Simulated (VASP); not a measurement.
# BTe (P-6m2) in VASP: a series of runs, part 2 of 2

VASP 6.6.1. The steps go on from the part before.

### Step 3. Single point, PBE

This run uses another cell than the first one, of 16.97 Å³/atom, 0.980 times its volume.

Input file INCAR:

```
SYSTEM = BTe
PREC = Accurate
ENCUT = 520
EDIFF = 1E-7
ISMEAR = 0
SIGMA = 0.1
LREAL = .FALSE.
LASPH = .TRUE.
NELM = 100
ALGO = Normal
ISIF = 2
LWAVE = .FALSE.
LCHARG = .FALSE.
GGA = PE
NBANDS = 12
```

Input file KPOINTS:

```
Automatic mesh
0
G
  18 18 16
  0 0 0
```

Input file POSCAR:

```
BTe
1.0
    3.4520414179      0.0000000029      0.0000000000
   -1.7260207114      2.9895555614      0.0000000000
    0.0000000000      0.0000000000      3.2884478110
B Te
1 1
Direct
    0.3333333333      0.6666666667      0.5000000000
    0.0000000000      0.0000000000      0.0000000000
```

Potentials or basis: VASP PAW PBE potentials, release 64 (B, Te).

The run is started by

```bash
$ cat potpaw_PBE.64/B/POTCAR potpaw_PBE.64/Te/POTCAR > POTCAR
$ mpirun -np 1 vasp_std > vasp.out
```

OUTCAR:

```text
SYSTEM = BTe
   PREC = Accurate
   ENCUT = 520
   EDIFF = 1E-7
   ISMEAR = 0
   LREAL = .FALSE.
   LASPH = .TRUE.
   NELM = 100
   ISIF = 2
   GGA = PE

 ion  position               nearest neighbor table
   1  0.333  0.667  0.500-   2 2.58   2 2.58   2 2.58   2 2.58   2 2.58   2 2.58
   2  0.000  0.000  0.000-   1 2.58   1 2.58   1 2.58   1 2.58   1 2.58   1 2.58

  LATTYP: Found a hexagonal cell.
 ALAT       =     3.4520414179
 C/A-ratio  =     0.9526096048

  Lattice vectors:

 A1 = (   3.4520414179,   0.0000000029,   0.0000000000)
 A2 = (  -1.7260207114,   2.9895555614,   0.0000000000)
 A3 = (   0.0000000000,   0.0000000000,   3.2884478110)

Analysis of symmetry for initial positions (statically):
=====================================================================
 Subroutine PRICEL returns:
 Original cell was already a primitive cell.

 Routine SETGRP: Setting up the symmetry group for a
 hexagonal supercell.

 Subroutine GETGRP returns: Found 12 space group operations
 (whereof 12 operations were pure point group operations)
 out of a pool of 24 trial point group operations.

The static configuration has the point symmetry D_3h.

Analysis of symmetry for dynamics (positions and initial velocities):
[... 165 lines left out ...]
 Fermi energy:         8.8109191770

 k-point     1 :       0.0000    0.0000    0.0000
  band No.  band energies     occupation
      1      -6.4797      2.00000
      2       6.1367      2.00000
      3       7.6315      2.00000
      4       7.7903      2.00000
      5       7.7903      2.00000
      6      11.8206      0.00000
      7      11.8206      0.00000
      8      13.2876      0.00000
      9      16.7161      0.00000
     10      16.7532      0.00000
     11      21.1762      0.00000
     12      21.1762      0.00000
[... 331 lines left out ...]
 k-point    24 :       0.3889    0.1111    0.0000
  band No.  band energies     occupation
      1      -4.0101      2.00000
      2       0.0048      2.00000
      3       4.4084      2.00000
      4       8.7889      1.24465
      5       9.6506      0.00000
      6      11.5688      0.00000
      7      12.3432      0.00000
      8      14.4986      0.00000
      9      15.1200      0.00000
     10      19.7242      0.00000
     11      19.9308      0.00000
     12      22.8250      0.00000

 [... further k-points ...]
[... 5 lines left out ...]
  --------------------------------------------------------------------------------------
  -------------------------------------------------------------------------------------
  Total       -0.0140749     -0.0140749     -0.0147555     -0.0000000     -0.0000000      0.0000000
  in kB       -0.6644788     -0.6644788     -0.6966140     -0.0000000     -0.0000000      0.0000000
  external PRESSURE =      -0.6751905 kB  Pullay stress =       0.0000000 kB

 VOLUME and BASIS-vectors are now :
 -----------------------------------------------------------------------------
  energy-cutoff  :      520.00
  volume of cell :       33.94
      direct lattice vectors                 reciprocal lattice vectors
     3.452041418  0.000000003  0.000000000     0.289683662  0.167248941  0.000000000
    -1.726020711  2.989555561  0.000000000    -0.000000000  0.334497881  0.000000000
     0.000000000  0.000000000  3.288447811     0.000000000  0.000000000  0.304094837

 POSITION                                       TOTAL-FORCE (eV/Angst)
 -----------------------------------------------------------------------------------
     -0.00000      1.99304      1.64422         0.000000      0.000000      0.000000
      0.00000      0.00000      0.00000        -0.000000      0.000000      0.000000
 -----------------------------------------------------------------------------------
    total drift:                               -0.000000      0.000000     -0.000000

  FREE ENERGIE OF THE ION-ELECTRON SYSTEM (eV)
  ---------------------------------------------------
  free  energy   TOTEN  =        -7.2567901424 eV

  energy  without entropy=       -7.2537640364  energy(sigma->0) =       -7.25527709
```

OSZICAR:

```text
N       E                     dE             d eps       ncg     rms          rms(c)
DAV:   1     0.152808868261E+02    0.15281E+02   -0.34049E+03  7992   0.570E+02
DAV:   2    -0.685270566670E+01   -0.22134E+02   -0.21376E+02 10892   0.102E+02
DAV:   3    -0.757561211459E+01   -0.72291E+00   -0.71902E+00 10080   0.151E+01
DAV:   4    -0.758005579833E+01   -0.44437E-02   -0.44432E-02  8844   0.150E+00
DAV:   5    -0.758010143340E+01   -0.45635E-04   -0.45635E-04  9944   0.152E-01    0.963E+00
DAV:   6    -0.725527814600E+01    0.32482E+00   -0.17190E+00  8180   0.419E+00    0.540E+00
DAV:   7    -0.725745048263E+01   -0.21723E-02   -0.65469E-02  9572   0.142E+00    0.367E+00
DAV:   8    -0.725716876403E+01    0.28172E-03   -0.79323E-03  8548   0.522E-01    0.532E-01
DAV:   9    -0.725677666438E+01    0.39210E-03   -0.12990E-03  8500   0.166E-01    0.154E-01
DAV:  10    -0.725679204506E+01   -0.15381E-04   -0.56039E-05  9860   0.437E-02    0.216E-02
DAV:  11    -0.725679047723E+01    0.15678E-05   -0.49033E-06  8868   0.862E-03    0.150E-02
DAV:  12    -0.725679011190E+01    0.36533E-06   -0.91430E-07  9084   0.497E-03    0.511E-03
DAV:  13    -0.725679014241E+01   -0.30505E-07   -0.18959E-08  4628   0.924E-04
   1 F= -.72567901E+01 E0= -.72552771E+01  d E =-.302611E-02
```

Wall time 54 s (1 thread of Intel Xeon Platinum 8488C (Sapphire Rapids), shared host); peak memory 0.26 GiB.

What came out:

```yaml
Free_energy: -7.2568 eV
Pressure: -0.1 GPa
```

Caveat: spin-orbit coupling is left out, which moves the levels of the heavy elements.

### Step 4. Relaxation of cell and atoms, PBE

Input file INCAR:

```
SYSTEM = BTe
  ALGO = Normal
  EDIFF = 1E-7
  EDIFFG = -0.01
  ENCUT = 600
  GGA = PE
  IBRION = 2
  ISIF = 3
  ISMEAR = 0
  LASPH = .True.
  LCHARG = .False.
  LREAL = .False.
  LWAVE = .False.
  NELM = 80
  NSW = 100
  PREC = Accurate
  SIGMA = 0.1
```

Input file KPOINTS:

```
k-points
0
Gamma
  18 18 16
  0 0 0
```

Input file POSCAR:

```
BTe
1.0
    3.4626104100      0.0000000000      0.0000000000
   -1.7313052100      2.9987085800      0.0000000000
    0.0000000000      0.0000000000      3.3355543700
B Te
1 1
Direct
    0.3333333300      0.6666666700      0.5000000000
    0.0000000000      0.0000000000      0.0000000000
```

The run is started by

```bash
$ cat potpaw_PBE.64/B/POTCAR potpaw_PBE.64/Te/POTCAR > POTCAR
$ mpirun -np 1 vasp_std > vasp.out
```

It took 2.1 min on 1 thread of Intel Xeon Platinum 8488C (Sapphire Rapids), shared host; peak memory 0.28 GiB.

It converged, with:

```
Free energy                            : -7.2573 eV
Relaxed volume                         : 16.95 Å³/atom
Relaxed cell                           : a = 3.451 Å, b = 3.451 Å, c = 3.288 Å, α = 90.00°, β = 90.00°, γ = 120.00°
Space group after relaxing (to 0.05 Å) : P-6m2 (No. 187)
Energy gained by relaxing              : 3.7 meV/atom
Ionic steps                            : 4
Pressure after relaxing                : 0.0 GPa
```

Step by step:
| step | energy change (eV) | largest force (eV/Å) | pressure (GPa) | volume (Å³) |
| --- | --- | --- | --- | --- |
| 1 | 0.0000 | 0.0000 | -1.85 | 34.63 |
| 2 | -0.0047 | 0.0000 | 0.86 | 33.64 |
| 3 | -0.0073 | 0.0000 | -0.19 | 34.00 |
| 4 | -0.0074 | 0.0000 | 0.01 | 33.90 |

Final structure:
```
B Te
1.0
     3.45070    0.00000    0.00000
    -1.72535    2.98839    0.00000
     0.00000    0.00000    3.28750
B Te
1 1
Direct
  0.33333 0.66667 0.50000
  0.00000 0.00000 0.00000
```

Levels at points of the mesh, in eV from the Fermi level:
```tsv
k point	band 1	band 2	band 3	band 4	band 5	band 6	band 7	band 8
(0.00, 0.00, 0.00)	-15.30	-2.68	-1.17	-1.02	-1.02	3.01	3.01	4.48
(0.50, 0.00, 0.00)	-12.77	-9.14	-3.38	-0.30	0.02	2.63	3.60	5.27
(0.00, 0.00, 0.50)	-13.20	-9.90	1.68	1.68	1.74	1.74	3.14	3.83
(0.50, 0.00, 0.50)	-10.70	-7.14	-6.55	-5.02	-0.35	0.50	2.86	3.71
```

Caveat: spin-orbit coupling is left out, which moves the levels of the heavy elements.

### Step 5. The runs side by side

```csv
task,cell,k mesh,cutoff (eV),gap on the mesh (eV),pressure (GPa)
single point,"a = 3.463, b = 3.463, c = 3.336 Å, angles 90.0, 90.0, 120.0°, 2 atoms",6 × 6 × 6,520,none,-0.9
single point,"a = 3.452, b = 3.452, c = 3.288 Å, angles 90.0, 90.0, 120.0°, 2 atoms",18 × 18 × 16,520,none,-0.1
relaxation of cell and atoms,"relaxed from a = 3.463, b = 3.463, c = 3.336 Å, angles 90.0, 90.0, 120.0°, 2 atoms",18 × 18 × 16,600,none,0.0
```

Alike in all rows: level PBE; potentials or basis VASP PAW PBE potentials, release 64 (B, Te); no spin polarisation; smearing gaussian 0.1 eV.

Caveats: spin-orbit coupling is left out, which moves the levels of the heavy elements.

Total energies depend on the potentials used, so only differences within one code and one set of settings carry meaning.
